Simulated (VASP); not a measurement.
# InSb (Pmmn) in VASP: a series of runs

Runs on InSb. Level: PBE+D3(BJ). Tasks: relaxation of shape and atoms at fixed volume.

All numbers are computed with VASP 6.6.1; they aren't measurements. Logs are shortened: lines on timing, memory, paths and dates and some standing lists are left out, and cuts for length are marked.

### 1 The cell of the first run

The typed cell holds 4 atoms: a = 5.527 Å, b = 5.530 Å, c = 3.352 Å, α = 90.00°, β = 90.00°, γ = 90.00°.

### 2 Relaxation of shape and atoms at fixed volume, PBE+D3(BJ) (volume scaled by 0.96)

Input file INCAR:

```
SYSTEM = InSb
PREC = Accurate
ENCUT = 600
EDIFF = 1E-6
ISMEAR = 0
SIGMA = 0.05
LREAL = .FALSE.
LASPH = .TRUE.
NELM = 60
ALGO = Normal
ISIF = 4
LWAVE = .FALSE.
LCHARG = .FALSE.
GGA = PE
IVDW = 12
IBRION = 2
NSW = 60
EDIFFG = -0.01
```

Input file KPOINTS:

```
regular mesh
0
G
  4 4 8
  0 0 0
```

Input file POSCAR:

```
InSb
1.0
    5.5270668155      0.0000000000      0.0000000000
    0.0000000000      5.5296333932      0.0000000000
    0.0000000000      0.0000000000      3.3523139427
In Sb
2 2
Direct
    0.0000000000      0.0000000000      0.0005784381
    0.5000000000      0.5000000000     -0.0005784381
    0.5000000000      0.0000000000      0.6546210633
    0.0000000000      0.5000000000      0.3453789367
```

Potentials or basis: VASP PAW PBE potentials, release 64 (In_d, Sb).

Launch:

```
$ cat potpaw_PBE.64/In_d/POTCAR potpaw_PBE.64/Sb/POTCAR > POTCAR
$ mpirun -np 1 vasp_std > vasp.out
```

OUTCAR:

```text
SYSTEM = InSb
   PREC = Accurate
   ENCUT = 600
   EDIFF = 1E-6
   ISMEAR = 0
   LREAL = .FALSE.
   LASPH = .TRUE.
   NELM = 60
   ISIF = 4
   GGA = PE
   IVDW = 12
   IBRION = 2
   NSW = 60
   EDIFFG = -0.01
 IVDW          = 12

 ion  position               nearest neighbor table
   1  0.000  0.000  0.001-   4 3.00   4 3.00   3 3.00   3 3.00   3 3.53   3 3.53   4 3.53   4 3.53
                             2 3.91   2 3.91   2 3.91   2 3.91
   2  0.500  0.500  0.999-   3 3.00   3 3.00   4 3.00   4 3.00   4 3.53   4 3.53   3 3.53   3 3.53
                             1 3.91   1 3.91   1 3.91   1 3.91
   3  0.500  0.000  0.655-   2 3.00   2 3.00   1 3.00   1 3.00   1 3.53   1 3.53   2 3.53   2 3.53

   4  0.000  0.500  0.345-   1 3.00   1 3.00   2 3.00   2 3.00   2 3.53   2 3.53   1 3.53   1 3.53

  LATTYP: Found a simple orthorhombic cell.
 ALAT       =     3.3523139427
 B/A-ratio  =     1.6487318640
 C/A-ratio  =     1.6494974778

  Lattice vectors:

 A1 = (   0.0000000000,   0.0000000000,   3.3523139427)
 A2 = (   5.5270668155,   0.0000000000,   0.0000000000)
 A3 = (   0.0000000000,   5.5296333932,   0.0000000000)

Analysis of symmetry for initial positions (statically):
=====================================================================
 Subroutine PRICEL returns:
 Original cell was already a primitive cell.

 Routine SETGRP: Setting up the symmetry group for a
 simple orthorhombic supercell.

 Subroutine GETGRP returns: Found  8 space group operations
 (whereof  4 operations were pure point group operations)
 out of a pool of  8 trial point group operations.

The static configuration has the point symmetry C_2v.
 The point group associated with its full space group is D_2h.

Analysis of symmetry for dynamics (positions and initial velocities):
=====================================================================
 Subroutine PRICEL returns:
 Original cell was already a primitive cell.

 Routine SETGRP: Setting up the symmetry group for a
 simple orthorhombic supercell.

 Subroutine GETGRP returns: Found  8 space group operations
 (whereof  4 operations were pure point group operations)
 out of a pool of  8 trial point group operations.

The dynamic configuration has the point symmetry C_2v.
 The point group associated with its full space group is D_2h.

 Subroutine INISYM returns: Found  8 space group operations
 (whereof  4 operations are pure point group operations),
 and found     1 'primitive' translations

----------------------------------------------------------------------------------------

                                     Primitive cell

  volume of cell :     102.4556

  direct lattice vectors                    reciprocal lattice vectors
     5.527066815  0.000000000  0.000000000     0.180927793  0.000000000  0.000000000
     0.000000000  5.529633393  0.000000000     0.000000000  0.180843815  0.000000000
     0.000000000  0.000000000  3.352313943     0.000000000  0.000000000  0.298301417
[... 78 lines left out ...]
 SYSTEM =  InSb
   PREC   = accura    normal or accurate (medium, high low for compatibility)
   ISTART =      0    job   : 0-new  1-cont  2-samecut
   ICHARG =      2    charge: 1-file 2-atom 10-const
   ISPIN  =      1    spin polarized calculation?
   LNONCOLLINEAR =      F non collinear calculations
   LSORBIT =      F    spin-orbit coupling
   LASPH  =      T    aspherical Exc in radial PAW
   ENCUT  =  600.0 eV  44.10 Ry    6.64 a.u.  11.04 11.04  6.70*2*pi/ulx,y,z
   NELM   =     60;   NELMIN=  2; NELMDL= -5     # of ELM steps
   EDIFF  = 0.1E-05   stopping-criterion for ELM
   LREAL  =      F    real-space projection
   EDIFFG = -.1E-01   stopping-criterion for IOM
   NSW    =     60    number of steps for IOM
   IBRION =      2    ionic relax: 0-MD 1-quasi-New 2-CG
   NFREE  =      1    steps in history (QN), initial steepest desc. (CG)
   ISIF   =      4    stress and relaxation
   ISYM   =      2    0-nonsym 1-usesym 2-fastsym
   POTIM  = 0.5000    time-step for ionic-motion
   TEBEG  =    0.0;   TEEND  =   0.0 temperature during run
   PSTRESS=    0.0 pullay stress
   NELECT =      36.0000    total number of electrons
   NUPDOWN=      -1.0000    fix difference up-down
   EMIN   =  10.00;   EMAX   =-10.00  energy-range for DOS
   EFERMI =   0.00;   METHOD = LEGACY
   ISMEAR =     0;   SIGMA  =   0.05  broadening in eV -4-tet -1-fermi 0-gaus
   EFERMI_NEDOS =   21; number of points for ismear=-14 and -15
   IALGO  =     38    algorithm
   IMIX   =      4    mixing-type and parameters
     AMIX     =   0.40;   BMIX     =  1.00
     AMIX_MAG =   1.60;   BMIX_MAG =  1.00
  volume/ion in A,a.u.               =      25.61       172.85
  Fermi-wavevector in a.u.,A,eV,Ry     =   1.155217  2.183044 18.157348  1.334527
  Thomas-Fermi vector in A             =   2.291848
   LORBIT       =      0    0 simple, 1 ext, 2 COOP (PROOUT), +10 PAW based schemes
   GGA     = PE    functional components
   LHFCALC =     F    Hartree Fock is set to
   AEXX    =    0.0000 exact exchange contribution
   IVDW    =    12    specifies the selected vdW correction
   LEPSILON=     F    determine dielectric tensor
   LRPA    =     F    only Hartree local field effects (RPA)
 conjugate gradient relaxation of ions
 non-spin polarized calculation
 Gauss-broadening in eV      SIGMA  =   0.05
  energy-cutoff  :      600.00
  volume of cell :      102.46
 maximum number of plane-waves:      3448
 NGX is ok and might be reduce to    48
   NGX = 23   NGY = 23   NGZ = 13

--------------------------------------- Ionic step        1  -------------------------------------------

 number of electron      35.9999990 magnetization

 Free energy of the ion-electron system (eV)
  ---------------------------------------------------
  ext. energy  EPLUGINS =         0.00000000
  ---------------------------------------------------
  free energy    TOTEN  =       -13.23038664 eV

  energy without entropy =      -13.22781452  energy(sigma->0) =      -13.22910058

------------------------ aborting loop because EDIFF is reached ----------------------------------------

 Edisp (eV)   -1.77566

 E8    (eV) :    -0.8514
[... 159 lines left out ...]
--------------------------------------- Ionic step        5  -------------------------------------------

 number of electron      35.9999989 magnetization

 Free energy of the ion-electron system (eV)
  ---------------------------------------------------
  ext. energy  EPLUGINS =         0.00000000
  ---------------------------------------------------
  free energy    TOTEN  =       -13.23138769 eV

  energy without entropy =      -13.22880676  energy(sigma->0) =      -13.23009722

 E-fermi :   8.4104     XC(G=0): -10.3602

 val. band max:        8.3838941578   @ k =   0.0000   0.2500   0.3750
 cond. band min:       8.4354108313   @ k =   0.0000   0.0000   0.2500
 fundamental gap:      0.0515166735
 Fermi energy:         8.4103974611

 k-point     1 :       0.0000    0.0000    0.0000
  band No.  band energies     occupation
      1      -6.4551      2.00000
      2      -6.4495      2.00000
      3      -6.3949      2.00000
      4      -6.3107      2.00000
      5      -6.2479      2.00000
      6      -6.2125      2.00000
[... 589 lines left out ...]
     21      11.0420      0.00000
     22      11.0420      0.00000

 [... further k-points ...]

------------------------ aborting loop because EDIFF is reached ----------------------------------------

 Edisp (eV)   -1.77520

 E8    (eV) :    -0.8510
[... 27 lines left out ...]
  FREE ENERGIE OF THE ION-ELECTRON SYSTEM (eV)
  ---------------------------------------------------
  free  energy   TOTEN  =       -15.0065875214 eV

  energy  without entropy=      -15.0040065913  energy(sigma->0) =      -15.00529706

 reached required accuracy - stopping structural energy minimisation
```

OSZICAR:

```text
N       E                     dE             d eps       ncg     rms          rms(c)
DAV:   1     0.298181317017E+03    0.29818E+03   -0.17494E+04  1980   0.199E+03
DAV:   2     0.131078574527E+02   -0.28507E+03   -0.28159E+03  2022   0.439E+02
[... 27 lines left out ...]
   4 F= -.15006510E+02 E0= -.15005157E+02  d E =-.464142E-03
       N       E                     dE             d eps       ncg     rms          rms(c)
DAV:   1    -0.132317892701E+02   -0.53342E-03   -0.17360E-02  2352   0.106E+00    0.105E-01
DAV:   2    -0.132315390727E+02    0.25020E-03   -0.54015E-04  2802   0.284E-01    0.689E-02
DAV:   3    -0.132313853691E+02    0.15370E-03   -0.24146E-04  2776   0.195E-01    0.136E-02
DAV:   4    -0.132313882458E+02   -0.28767E-05   -0.36421E-05  2210   0.553E-02    0.158E-02
DAV:   5    -0.132313876860E+02    0.55982E-06   -0.13577E-06  1296   0.124E-02
   5 F= -.15006588E+02 E0= -.15005297E+02  d E =-.770765E-04
```

Run time: 1.7 min. Hardware: 1 thread of Intel Xeon 6975P-C (Granite Rapids), shared host; peak memory 0.33 GiB.

Results:

```yaml
Free_energy: -15.0066 eV
Energy_gained_by_relaxing: 0.1 meV/atom
Ionic_steps: 5
Pressure_after_relaxing: 2.3 GPa
Largest_force_after_relaxing: 0.003 eV/Å
Band_gap_on_the_k_mesh: zero (band 18 reaches 10.51 eV, above the bottom of band 19 at 6.81 eV)
Dispersion_energy_per_atom: -0.444 eV
```

Forces in eV/Å, atoms in the order of the input:
```
In   0.000  0.000  0.000
In   0.000  0.000  0.000
Sb   0.000  0.000 -0.003
Sb   0.000  0.000  0.003
```

The path:
```csv
step,energy change (eV),largest force (eV/Å),pressure (GPa),volume (Å³)
1,0.0000,0.0289,2.36,102.46
2,-0.0001,0.0262,2.35,102.46
3,-0.0003,0.0183,2.33,102.46
4,-0.0005,0.0029,2.31,102.46
5,-0.0005,0.0031,2.31,102.46
```

Final structure:
```
In Sb
1.0
     5.52369    0.00000    0.00000
     0.00000    5.52623    0.00000
     0.00000    0.00000    3.35643
In Sb
2 2
Cartesian
  0.0000 0.0000 0.0018
  2.7618 2.7631 3.3547
  2.7618 0.0000 2.1812
  0.0000 2.7631 1.1752
```

Levels at points of the mesh, in eV from the Fermi level:
```
           k point  band 15  band 16  band 17  band 18  band 19  band 20  band 21  band 22
(0.00, 0.00, 0.00)    -5.03    -2.33    -1.77    -1.76     2.35     2.54     3.43     5.79
(0.50, 0.00, 0.00)    -3.79    -3.79     0.78     0.78     2.52     2.52     4.64     4.64
(0.00, 0.50, 0.00)    -3.79    -3.79     0.77     0.77     2.51     2.51     4.64     4.64
(0.50, 0.50, 0.00)     0.09     0.09     2.10     2.10     2.60     2.60     2.84     2.84
(0.00, 0.00, 0.50)    -2.38    -1.76    -1.75    -1.61    -1.60    -0.89     1.57     1.58
(0.50, 0.00, 0.50)    -2.01    -2.01    -1.58    -1.58    -1.33    -1.33     1.55     1.55
(0.00, 0.50, 0.50)    -2.01    -2.01    -1.57    -1.57    -1.32    -1.32     1.55     1.55
(0.50, 0.50, 0.50)    -4.53    -4.53    -4.00    -4.00     2.55     2.55     4.42     4.42
```

Caveat: the cell differs from its parent crystal (volume scaled by 0.96); spin-orbit coupling is left out, which moves the levels of the heavy elements; pairwise dispersion overbinds metals, which lowers pressure and volume.

### 3 Relaxation of shape and atoms at fixed volume, PBE+D3(BJ) (volume scaled by 0.98)

Input file INCAR:

```
PREC = Accurate
ENCUT = 600
EDIFF = 1E-7
ISMEAR = 0
SIGMA = 0.05
LREAL = F
LASPH = T
NELM = 100
ALGO = Normal
ISIF = 4
LWAVE = F
LCHARG = F
GGA = PE
IVDW = 12
IBRION = 2
NSW = 60
EDIFFG = -0.01
```

Input file KPOINTS:

```
regular mesh
0
Gamma
  4 4 8
```

Input file POSCAR:

```
InSb
1.0
    5.5650616200      0.0000000000      0.0000000000
    0.0000000000      5.5670159184      0.0000000000
    0.0000000000      0.0000000000      3.3759665839
In Sb
2 2
Direct
    0.0000000000      0.0000000000      0.0007106198
    0.5000000000      0.5000000000     -0.0007106198
    0.5000000000      0.0000000000      0.6587821812
    0.0000000000      0.5000000000      0.3412178188
```

Potentials or basis: VASP PAW PBE potentials, release 64 (In_d, Sb).

Launch:

```
$ cat potpaw_PBE.64/In_d/POTCAR potpaw_PBE.64/Sb/POTCAR > POTCAR
$ mpirun -np 1 vasp_std > vasp.out
```

OUTCAR:

```text
PREC = Accurate
   ENCUT = 600
   EDIFF = 1E-7
   ISMEAR = 0
   LREAL = F
   LASPH = T
   NELM = 100
   ISIF = 4
   GGA = PE
   IVDW = 12
   IBRION = 2
   NSW = 60
   EDIFFG = -0.01
 IVDW          = 12

 ion  position               nearest neighbor table
   1  0.000  0.000  0.001-   4 3.01   4 3.01   3 3.01   3 3.01   3 3.56   3 3.56   4 3.56   4 3.56
                             2 3.94   2 3.94   2 3.94   2 3.94
   2  0.500  0.500  0.999-   3 3.01   3 3.01   4 3.01   4 3.01   4 3.56   4 3.56   3 3.56   3 3.56
                             1 3.94   1 3.94   1 3.94   1 3.94
   3  0.500  0.000  0.659-   2 3.01   2 3.01   1 3.01   1 3.01   1 3.56   1 3.56   2 3.56   2 3.56

   4  0.000  0.500  0.341-   1 3.01   1 3.01   2 3.01   2 3.01   2 3.56   2 3.56   1 3.56   1 3.56

  LATTYP: Found a simple orthorhombic cell.
 ALAT       =     3.3759665839
 B/A-ratio  =     1.6484350427
 C/A-ratio  =     1.6490139283

  Lattice vectors:

[... 189 lines left out ...]

 Edisp (eV)   -1.73951

 E8    (eV) :    -0.8344
[... 243 lines left out ...]
--------------------------------------- Ionic step        7  -------------------------------------------

 number of electron      35.9999989 magnetization

 Free energy of the ion-electron system (eV)
  ---------------------------------------------------
  ext. energy  EPLUGINS =         0.00000000
  ---------------------------------------------------
  free energy    TOTEN  =       -13.28984439 eV

  energy without entropy =      -13.28728882  energy(sigma->0) =      -13.28856661

 E-fermi :   8.1325     XC(G=0): -10.2627

 val. band max:        8.1080691200   @ k =   0.0000   0.2500   0.3750
 cond. band min:       8.1743761540   @ k =   0.0000   0.0000   0.2500
 fundamental gap:      0.0663070341
 Fermi energy:         8.1324653578

 k-point     1 :       0.0000    0.0000    0.0000
  band No.  band energies     occupation
      1      -6.6869      2.00000
      2      -6.6853      2.00000
      3      -6.6354      2.00000
      4      -6.5501      2.00000
      5      -6.4934      2.00000
      6      -6.4599      2.00000
[... 589 lines left out ...]
     21      10.7566      0.00000
     22      10.7566      0.00000

 [... further k-points ...]

------------------------ aborting loop because EDIFF is reached ----------------------------------------

 Edisp (eV)   -1.73918

 E8    (eV) :    -0.8341
[... 27 lines left out ...]
  FREE ENERGIE OF THE ION-ELECTRON SYSTEM (eV)
  ---------------------------------------------------
  free  energy   TOTEN  =       -15.0290214204 eV

  energy  without entropy=      -15.0264658537  energy(sigma->0) =      -15.02774364

 reached required accuracy - stopping structural energy minimisation
```

CONTCAR:

```text
InSb
   1.00000000000000
     5.5666007150858521    0.0000000000000000    0.0000000000000000
     0.0000000000000000    5.5667690573261437    0.0000000000000000
     0.0000000000000000    0.0000000000000000    3.3751828390824885
  In              Sb
     2     2
Direct
     0.0000000000000000    0.0000000000000000    0.0006872631792346
     0.5000000000000000    0.5000000000000000    0.9993127368207655
     0.5000000000000000    0.0000000000000000    0.6553615050206690
     0.0000000000000000    0.5000000000000000    0.3446384949793312

  0.00000000E+00  0.00000000E+00  0.00000000E+00
  0.00000000E+00  0.00000000E+00  0.00000000E+00
  0.00000000E+00  0.00000000E+00  0.00000000E+00
  0.00000000E+00  0.00000000E+00  0.00000000E+00
```

It took 2.7 min on 1 thread of Intel Xeon 6975P-C (Granite Rapids), shared host; peak memory 0.33 GiB.

Results:

```yaml
Free_energy: -15.0290 eV
Energy_gained_by_relaxing: 0.1 meV/atom
Ionic_steps: 7
Pressure_after_relaxing: 1.1 GPa
Largest_force_after_relaxing: 0.007 eV/Å
Band_gap_on_the_k_mesh: zero (band 18 reaches 10.18 eV, above the bottom of band 19 at 6.60 eV)
Dispersion_energy_per_atom: -0.435 eV
```

Forces in eV/Å, atoms in the order of the input:
```
In   0.000  0.000 -0.002
In   0.000  0.000  0.002
Sb   0.000  0.000 -0.007
Sb   0.000  0.000  0.007
```

Step by step:
```csv
step,energy change (eV),largest force (eV/Å),pressure (GPa),volume (Å³)
1,0.0000,0.0287,1.15,104.59
2,-0.0001,0.0245,1.14,104.59
3,-0.0002,0.0194,1.14,104.59
4,-0.0001,0.0092,1.12,104.59
5,-0.0002,0.0151,1.13,104.59
6,-0.0003,0.0130,1.12,104.59
7,-0.0004,0.0065,1.11,104.59
```

Final structure:
```cif
data_structure
_symmetry_space_group_name_H-M 'P 1'
_symmetry_Int_Tables_number 1
_cell_length_a 5.5666
_cell_length_b 5.5668
_cell_length_c 3.3752
_cell_angle_alpha 90.000
_cell_angle_beta 90.000
_cell_angle_gamma 90.000
_cell_volume 104.59
loop_
_atom_site_label
_atom_site_type_symbol
_atom_site_fract_x
_atom_site_fract_y
_atom_site_fract_z
_atom_site_occupancy
In1 In 0.00000 0.00000 0.00069 1
In2 In 0.50000 0.50000 0.99931 1
Sb1 Sb 0.50000 0.00000 0.65536 1
Sb2 Sb 0.00000 0.50000 0.34464 1
```

Caveat: the cell differs from its parent crystal (volume scaled by 0.98); spin-orbit coupling is left out, which moves the levels of the heavy elements; pairwise dispersion overbinds metals, which lowers pressure and volume.

[end of part 1 of 2]
